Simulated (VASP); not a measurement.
# Fe (P6/mmm) in VASP: notebook

The runs below take Fe through relaxation of cell and atoms, with LDA.

Program: VASP 6.6.1. These are calculated values, not measurements. Logs are shortened: lines on timing, memory, paths and dates and some standing lists are left out, and cuts for length are marked.

## 1. The cell of the first run

Symmetry: P6/mmm, No. 191, hexagonal system. The conventional cell has a = 2.184 Å, b = 2.184 Å, c = 1.982 Å, α = 90.00°, β = 90.00°, γ = 120.00°. Within 2.6 Å of Fe (site symmetry 6/mmm) lie 8 Fe at 1.98 to 2.18 Å.

This isn't the form of Fe at room conditions, which is bcc.

## 2. Relaxation of cell and atoms, LDA, collinear spin, ferromagnetic start, target pressure 110 GPa, at which the enthalpy is minimised

The input, INCAR:

```
PREC = Accurate
ENCUT = 600
EDIFF = 1E-7
ISMEAR = -1
SIGMA = 0.05
LREAL = False
LASPH = True
NELM = 150
ALGO = Normal
ISIF = 3
LWAVE = False
LCHARG = False
ISPIN = 2
MAGMOM = 2.5
LORBIT = 11
LMAXMIX = 4
IBRION = 2
NSW = 32
EDIFFG = -0.005
PSTRESS = 1100.0
```

The input, KPOINTS:

```
regular mesh
0
Gamma
  20 20 19
```

The input, POSCAR:

```
Fe
1.0
    2.1844883399      0.0000000000      0.0000000000
   -1.0922441700      1.8918223966      0.0000000000
    0.0000000000      0.0000000000      1.9817244386
Fe
1
Direct
    0.0000000000      0.0000000000      0.0000000000
```

Potentials or basis: VASP PAW LDA potentials, release 64 (Fe).

Started as:

```console
cat potpaw_LDA.64/Fe/POTCAR > POTCAR
mpirun -np 1 vasp_std > vasp.out
```

OUTCAR:

```text
PREC = Accurate
   ENCUT = 600
   EDIFF = 1E-7
   ISMEAR = -1
   LREAL = False
   LASPH = True
   NELM = 150
   ISIF = 3
   ISPIN = 2
   LORBIT = 11
   IBRION = 2
   NSW = 32
   EDIFFG = -0.005
   PSTRESS = 1100.0

 ion  position               nearest neighbor table
   1  0.000  0.000  0.000-

  LATTYP: Found a hexagonal cell.
 ALAT       =     2.1844883399
 C/A-ratio  =     0.9071801403

  Lattice vectors:

 A1 = (   2.1844883399,   0.0000000000,   0.0000000000)
 A2 = (  -1.0922441700,   1.8918223966,   0.0000000000)
 A3 = (   0.0000000000,   0.0000000000,   1.9817244386)

Analysis of symmetry for initial positions (statically):
=====================================================================
 Subroutine PRICEL returns:
 Original cell was already a primitive cell.

 Routine SETGRP: Setting up the symmetry group for a
 hexagonal supercell.

 Subroutine GETGRP returns: Found 24 space group operations
 (whereof 24 operations were pure point group operations)
 out of a pool of 24 trial point group operations.

The static configuration has the point symmetry D_6h.

Analysis of symmetry for dynamics (positions and initial velocities):
=====================================================================
 Subroutine PRICEL returns:
 Original cell was already a primitive cell.

 Routine SETGRP: Setting up the symmetry group for a
 hexagonal supercell.

 Subroutine GETGRP returns: Found 24 space group operations
 (whereof 24 operations were pure point group operations)
 out of a pool of 24 trial point group operations.

The dynamic configuration has the point symmetry D_6h.

Analysis of structural, dynamic, and magnetic symmetry:
=====================================================================
 Subroutine PRICEL returns:
 Original cell was already a primitive cell.

 Routine SETGRP: Setting up the symmetry group for a
 hexagonal supercell.

 Subroutine GETGRP returns: Found 24 space group operations
 (whereof 24 operations were pure point group operations)
 out of a pool of 24 trial point group operations.

The overall configuration has the point symmetry D_6h.

 Subroutine INISYM returns: Found 24 space group operations
 (whereof 24 operations are pure point group operations),
 and found     1 'primitive' translations

----------------------------------------------------------------------------------------

                                     Primitive cell

  volume of cell :       8.1898

  direct lattice vectors                    reciprocal lattice vectors
     2.184488340  0.000000000  0.000000000     0.457773100  0.264295423  0.000000000
    -1.092244170  1.891822397  0.000000000     0.000000000  0.528590845  0.000000000
     0.000000000  0.000000000  1.981724439     0.000000000  0.000000000  0.504611025

  length of vectors
     2.184488340  2.184488340  1.981724439     0.528590845  0.528590845  0.504611025

  position of ions in fractional coordinates (direct lattice)
     0.000000000  0.000000000  0.000000000

  ion indices of the primitive-cell ions
   primitive index   ion index
                 1           1

----------------------------------------------------------------------------------------

 KPOINTS: regular mesh

Automatic generation of k-mesh.
 Grid dimensions read from file:
 generate k-points for:   20   20   19

 Generating k-lattice:

  Cartesian coordinates                     Fractional coordinates (reciprocal lattice)
     0.022888655  0.013214771  0.000000000     0.050000000  0.000000000  0.000000000
     0.000000000  0.026429542  0.000000000     0.000000000  0.050000000  0.000000000
     0.000000000  0.000000000  0.026558475     0.000000000  0.000000000  0.052631579

  Length of vectors
     0.026429542  0.026429542  0.026558475

  Shift w.r.t. Gamma in fractional coordinates (k-lattice)
     0.000000000  0.000000000  0.000000000

 Subroutine IBZKPT returns following result:
 ===========================================

 Found    440 irreducible k-points:

 Following reciprocal coordinates:
            Coordinates               Weight
  0.000000  0.000000  0.000000      1.000000
  0.050000 -0.000000  0.000000      6.000000
  0.100000  0.000000  0.000000      6.000000
  0.150000  0.000000  0.000000      6.000000
  0.200000  0.000000  0.000000      6.000000
  0.250000  0.000000  0.000000      6.000000
[... 16 lines left out ...]
  0.200000  0.100000  0.000000     12.000000
  0.250000  0.100000  0.000000     12.000000
 [... further k-points ...]
   k-points           NKPTS =    440   k-points in BZ     NKDIM =    440   number of bands    NBANDS=      9
   number of dos      NEDOS =    301   number of ions     NIONS =      1
   total plane-waves  NPLWV =   5184
   dimension x,y,z NGX =    18 NGY =   18 NGZ =   16
   dimension x,y,z NGXF=    36 NGYF=   36 NGZF=   32
   ions per type =               1
   NGX,Y,Z   is equivalent  to a cutoff of  13.70, 13.70, 13.42 a.u.
   NGXF,Y,Z  is equivalent  to a cutoff of  27.40, 27.40, 26.84 a.u.
 SYSTEM =  unknown system
   PREC   = accura    normal or accurate (medium, high low for compatibility)
   ISTART =      0    job   : 0-new  1-cont  2-samecut
   ICHARG =      2    charge: 1-file 2-atom 10-const
   ISPIN  =      2    spin polarized calculation?
   LNONCOLLINEAR =      F non collinear calculations
   LSORBIT =      F    spin-orbit coupling
   LASPH  =      T    aspherical Exc in radial PAW
   ENCUT  =  600.0 eV  44.10 Ry    6.64 a.u.   4.36  4.36  3.96*2*pi/ulx,y,z
   NELM   =    150;   NELMIN=  2; NELMDL= -5     # of ELM steps
   EDIFF  = 0.1E-06   stopping-criterion for ELM
   LREAL  =      F    real-space projection
   EDIFFG = -.5E-02   stopping-criterion for IOM
   NSW    =     32    number of steps for IOM
   IBRION =      2    ionic relax: 0-MD 1-quasi-New 2-CG
   NFREE  =      1    steps in history (QN), initial steepest desc. (CG)
   ISIF   =      3    stress and relaxation
   ISYM   =      2    0-nonsym 1-usesym 2-fastsym
   POTIM  = 0.5000    time-step for ionic-motion
   TEBEG  =    0.0;   TEEND  =   0.0 temperature during run
   PSTRESS= 1100.0 pullay stress
   NELECT =       8.0000    total number of electrons
   NUPDOWN=      -1.0000    fix difference up-down
   EMIN   =  10.00;   EMAX   =-10.00  energy-range for DOS
   EFERMI =   0.00;   METHOD = LEGACY
   ISMEAR =    -1;   SIGMA  =   0.05  broadening in eV -4-tet -1-fermi 0-gaus
   EFERMI_NEDOS =   21; number of points for ismear=-14 and -15
   IALGO  =     38    algorithm
   IMIX   =      4    mixing-type and parameters
     AMIX     =   0.40;   BMIX     =  1.00
     AMIX_MAG =   1.60;   BMIX_MAG =  1.00
  volume/ion in A,a.u.               =       8.19        55.27
  Fermi-wavevector in a.u.,A,eV,Ry     =   1.624353  3.069582 35.899274  2.638522
  Thomas-Fermi vector in A             =   2.717653
   LORBIT       =     11    0 simple, 1 ext, 2 COOP (PROOUT), +10 PAW based schemes
   GGA     = CA    functional components
   LHFCALC =     F    Hartree Fock is set to
   AEXX    =    0.0000 exact exchange contribution
   IVDW    =     0    specifies the selected vdW correction
   LEPSILON=     F    determine dielectric tensor
   LRPA    =     F    only Hartree local field effects (RPA)
 conjugate gradient relaxation of ions
 spin polarized calculation
  energy-cutoff  :      600.00
  volume of cell :        8.19
 maximum number of plane-waves:       289
 NGX is ok and might be reduce to    18
   NGX =  9   NGY =  9   NGZ =  7

--------------------------------------- Ionic step        1  -------------------------------------------

 number of electron       8.0000009 magnetization      -0.0005223

 number of electron       8.0000009 magnetization       0.0001161

 Free energy of the ion-electron system (eV)
  ---------------------------------------------------
  ext. energy  EPLUGINS =         0.00000000
  ---------------------------------------------------
  free energy    TOTEN  =        -8.06955985 eV

  energy without entropy =       -8.05584349  energy(sigma->0) =       -8.06270167

------------------------ aborting loop because EDIFF is reached ----------------------------------------

  FORCE on cell =-STRESS in cart. coord.  units (eV):
  Direction    XX          YY          ZZ          XY          YZ          ZX
  --------------------------------------------------------------------------------------
  -------------------------------------------------------------------------------------
  Total        5.6472430      5.6472430      5.2709019     -0.0000000     -0.0000000     -0.0000000
  in kB     1104.7746488   1104.7746487   1031.1507406     -0.0000000     -0.0000000     -0.0000000
  external PRESSURE =     -19.7666540 kB  Pullay stress =    1100.0000000 kB
[... 100 lines left out ...]
--------------------------------------- Ionic step        4  -------------------------------------------

 number of electron       8.0000002 magnetization      -0.0000103

 number of electron       8.0000002 magnetization       0.0000076

 E-fermi :   9.9616     XC(G=0): -15.2803

 val. band max:        9.9597911093   @ k =   0.3000   0.2500   0.0526
 cond. band min:       9.9699391078   @ k =   0.3000   0.3000   0.1053
 fundamental gap:      0.0101479985
 Fermi energy:         9.9615643751

 spin component 1

 k-point     1 :       0.0000    0.0000    0.0000
  band No.  band energies     occupation
      1      -0.3801      1.00000
      2       3.8657      1.00000
      3       7.4955      1.00000
      4       7.4955      1.00000
      5      11.6616      0.00000
      6      11.6616      0.00000
      7      33.7170      0.00000
      8      38.0260      0.00000
      9      42.3764      0.00000
[... 721 lines left out ...]
--------------------------------------- Ionic step        8  -------------------------------------------

 number of electron       8.0000006 magnetization      -0.0000098

 number of electron       8.0000006 magnetization       0.0000191

 Free energy of the ion-electron system (eV)
  ---------------------------------------------------
  ext. energy  EPLUGINS =         0.00000000
  ---------------------------------------------------
  free energy    TOTEN  =        -8.05485601 eV

  energy without entropy =       -8.04089940  energy(sigma->0) =       -8.04787771

 E-fermi :  10.0112     XC(G=0): -15.3117

 val. band max:       10.0078789021   @ k =   0.2500   0.2000   0.1579
 cond. band min:      10.0311713245   @ k =   0.4000   0.1500   0.1053
 fundamental gap:      0.0232924225
 Fermi energy:        10.0112334602

 spin component 1

 k-point     1 :       0.0000    0.0000    0.0000
  band No.  band energies     occupation
      1      -0.3381      1.00000
      2       3.9459      1.00000
      3       7.5588      1.00000
      4       7.5588      1.00000
      5      11.7294      0.00000
      6      11.7294      0.00000
      7      34.0068      0.00000
      8      37.7051      0.00000
      9      42.8029      0.00000
[... 596 lines left out ...]
  FREE ENERGIE OF THE ION-ELECTRON SYSTEM (eV)
  ---------------------------------------------------
  free  energy   TOTEN  =        -8.0548560137 eV

  energy  without entropy=       -8.0408993993  energy(sigma->0) =       -8.04787771

  enthalpy is  TOTEN    =        -2.4488601120 eV   P V=        5.6059959016

 reached required accuracy - stopping structural energy minimisation

 total charge

# of ion       s       p       d       tot
------------------------------------------
    1        0.671   0.807   6.859   8.336

 magnetization (x)

# of ion       s       p       d       tot
------------------------------------------
    1        0.000   0.000  -0.000  -0.000
```

Run time: 3.9 min. Hardware: 1 thread of Intel Xeon Platinum 8488C (Sapphire Rapids), shared host; peak memory 0.2 GiB.

What came out:

* Free energy: -8.0549 eV
* Relaxed volume: 8.17 Å³/atom
* Relaxed cell: a = 2.193 Å, b = 2.193 Å, c = 1.960 Å, α = 90.00°, β = 90.00°, γ = 120.00°
* Space group after relaxing (to 0.1 Å): P6/mmm (No. 191)
* Energy change on relaxing (the run minimises the enthalpy): +14.7 meV/atom
* Ionic steps: 8
* Pressure after relaxing: 110.0 GPa
* Band gap on the k mesh: zero (filled and empty bands overlap)
* Net moment: 0.00 μB per cell

Step by step:
```
step  energy change (eV)  largest force (eV/Å)  pressure (GPa)  volume (Å³)
   1              0.0000                0.0000          108.02         8.19
   2              0.0829                0.0000          118.57         8.07
   3              0.0371                0.0000          112.85         8.13
   4             -0.0119                0.0000          106.63         8.21
   5              0.0151                0.0000          110.08         8.16
   6              0.0156                0.0000          110.16         8.16
   7              0.0126                0.0000          109.78         8.17
   8              0.0147                0.0000          110.05         8.17
```

Final structure:
```yaml
crystal:
  lattice:
    - [2.19344, 0.00000, 0.00000]
    - [-1.09672, 1.89958, 0.00000]
    - [0.00000, 0.00000, 1.95969]
  atoms:
    - { symbol: Fe, position: [0.00000, 0.00000, 0.00000] }
```

Levels at points of the mesh, in eV from the Fermi level:
Spin up:
```tsv
k point	band 1	band 2	band 3	band 4	band 5	band 6	band 7	band 8	band 9
(0.00, 0.00, 0.00)	-10.35	-6.07	-2.45	-2.45	1.72	1.72	24.00	27.69	32.79
(0.50, 0.00, 0.00)	-6.78	-4.97	-0.57	-0.29	1.31	1.73	9.93	20.35	29.19
```
Spin down:
| k point | band 1 | band 2 | band 3 | band 4 | band 5 | band 6 | band 7 | band 8 |
| --- | --- | --- | --- | --- | --- | --- | --- | --- |
| (0.00, 0.00, 0.00) | -10.35 | -6.07 | -2.45 | -2.45 | 1.72 | 1.72 | 24.00 | 27.69 |
| (0.50, 0.00, 0.00) | -6.78 | -4.97 | -0.57 | -0.29 | 1.31 | 1.73 | 9.93 | 20.35 |

Caveat: the cell is relaxed towards a set pressure, so the run minimises the enthalpy, not the energy; atoms lie so close that the PAW spheres overlap strongly, which falsifies energies and pressures.

## 3. Relaxation of cell and atoms, LDA, collinear spin, ferromagnetic start, target pressure 110 GPa, at which the enthalpy is minimised

This run uses another cell than the first one, of 8.31 Å³/atom.

The input, INCAR:

```
  PREC = Accurate
  ENCUT = 600
  EDIFF = 1E-7
  ISMEAR = -1
  SIGMA = 0.05
  LREAL = False
  LASPH = True
  NELM = 150
  ALGO = Normal
  ISIF = 3
  LWAVE = False
  LCHARG = False
  ISPIN = 2
  MAGMOM = 2.5
  LORBIT = 11
  LMAXMIX = 4
  IBRION = 2
  NSW = 60
  EDIFFG = -0.005
  PSTRESS = 1100.0
```

The input, KPOINTS:

```
Automatic mesh
0
Gamma
  20 20 19
```

The input, POSCAR:

```
Fe
1.0
    2.1691620290      0.0000000000      0.0000000000
   -1.0845810145      1.8785494221      0.0000000000
    0.0000000000      0.0000000000      2.0390123073
Fe
1
Direct
    0.0000000000      0.0000000000      0.0000000000
```

Potentials or basis: VASP PAW LDA potentials, release 64 (Fe).

Started as:

```console
cat potpaw_LDA.64/Fe/POTCAR > POTCAR
mpirun -np 1 vasp_std > vasp.out
```

Wall time 3.8 min (1 thread of Intel Xeon Platinum 8488C (Sapphire Rapids), shared host); peak memory 0.2 GiB.

Results (log left out):

| Quantity | Value |
| --- | --- |
| Free energy | -8.0558 eV |
| Relaxed volume | 8.17 Å³/atom |
| Relaxed cell | a = 2.194 Å, b = 2.194 Å, c = 1.960 Å, α = 90.00°, β = 90.00°, γ = 120.00° |
| Space group after relaxing (to 0.1 Å) | P6/mmm (No. 191) |
| Energy change on relaxing (the run minimises the enthalpy) | +70.5 meV/atom |
| Ionic steps | 7 |
| Pressure after relaxing | 110.0 GPa |
| Band gap on the k mesh | zero (filled and empty bands overlap) |
| Net moment | 0.00 μB per cell |

Step by step:
| step | energy change (eV) | largest force (eV/Å) | pressure (GPa) | volume (Å³) |
| --- | --- | --- | --- | --- |
| 1 | 0.0000 | 0.0000 | 99.33 | 8.31 |
| 2 | 0.5104 | 0.0000 | 162.16 | 7.65 |
| 3 | 0.1328 | 0.0000 | 117.35 | 8.09 |
| 4 | -0.0011 | 0.0000 | 100.49 | 8.28 |
| 5 | 0.0556 | 0.0000 | 108.02 | 8.19 |
| 6 | 0.1031 | 0.0000 | 114.02 | 8.12 |
| 7 | 0.0705 | 0.0000 | 109.98 | 8.17 |

Final structure:
```
CELL_PARAMETERS angstrom
2.19368 0.00000 0.00000
-1.09684 1.89978 0.00000
0.00000 0.00000 1.95955
ATOMIC_POSITIONS crystal
Fe 0.00000 0.00000 0.00000
```

Levels at points of the mesh, in eV from the Fermi level:
Spin up:
| k point | band 2 | band 3 | band 4 | band 5 | band 6 | band 7 |
| --- | --- | --- | --- | --- | --- | --- |
| (0.00, 0.00, 0.00) | -6.07 | -2.45 | -2.45 | 1.72 | 1.72 | 23.99 |
| (0.50, 0.00, 0.00) | -4.97 | -0.57 | -0.29 | 1.31 | 1.73 | 9.93 |
Spin down:
```csv
k point,band 1,band 2,band 3,band 4,band 5,band 6,band 7,band 8,band 9
"(0.00, 0.00, 0.00)",-10.35,-6.07,-2.45,-2.45,1.72,1.72,23.99,27.70,32.78
"(0.50, 0.00, 0.00)",-6.78,-4.97,-0.57,-0.29,1.31,1.73,9.93,20.34,29.18
```

Caveat: the cell is relaxed towards a set pressure, so the run minimises the enthalpy, not the energy; atoms lie so close that the PAW spheres overlap strongly, which falsifies energies and pressures.
